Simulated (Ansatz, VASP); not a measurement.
# SiC in VASP and in Ansatz

INCAR

```
SYSTEM = SiC
PREC = Accurate
ENCUT = 600
EDIFF = 1E-6
ISMEAR = 0
SIGMA = 0.01
LREAL = .False.
LASPH = .True.
NELM = 120
ALGO = Normal
ISIF = 2
LWAVE = .False.
LCHARG = .False.
GGA = PE
NBANDS = 11
GGA_COMPAT = .False.
```

Contents of KPOINTS:

```
regular mesh
0
Gamma
  8 8 8
  0 0 0
```

POSCAR

```
SiC
1.0
    0.0000000000      2.2328123632      2.2328123632
    2.2328123632      0.0000000000      2.2328123632
    2.2328123632      2.2328123632      0.0000000000
Si C
1 1
Direct
    0.2500000000      0.2500000000      0.2500000000
    0.0000000000      0.0000000000      0.0000000000
```

Input for Ansatz:

```yaml
crystal:
  lattice:
    - [0.0, 2.2328123632, 2.2328123632]
    - [2.2328123632, 0.0, 2.2328123632]
    - [2.2328123632, 2.2328123632, 0.0]
  atoms:
    - { symbol: Si, position: [0.25, 0.25, 0.25] }
    - { symbol: C, position: [0.0, 0.0, 0.0] }
kpoints:
  mp_grid: { grid: [8, 8, 8] }
hamiltonian:
  xc: pbe
scf:
  occupations: { method: fixed }
  n_extra_bands: 4
output:
  forces: true
  stress: true
  eigenvalues: true
```

Alike in both runs: task single point; functional PBE; k mesh 8 × 8 × 8; no spin polarisation.

|  | VASP | Ansatz |
| --- | --- | --- |
| version | VASP 6.6.1 | Ansatz 0.2.0 |
| potentials or method | VASP PAW PBE potentials, release 64 (Si, C) | plane waves, PAW |
| plane-wave cutoff (eV) | 600 | 420 |
| occupations | gaussian, width 0.01 eV | fixed |
| valence electrons in the cell | 8 | 8 |

Ansatz gave:

```
gap on the k mesh at the Fermi level (eV) : 1.42
pressure (GPa)                            : -11.0
```

**Question.** Estimate VASP's values.

**Answer.** gap on the k mesh at the Fermi level (eV): 1.42; pressure (GPa): -11.2.
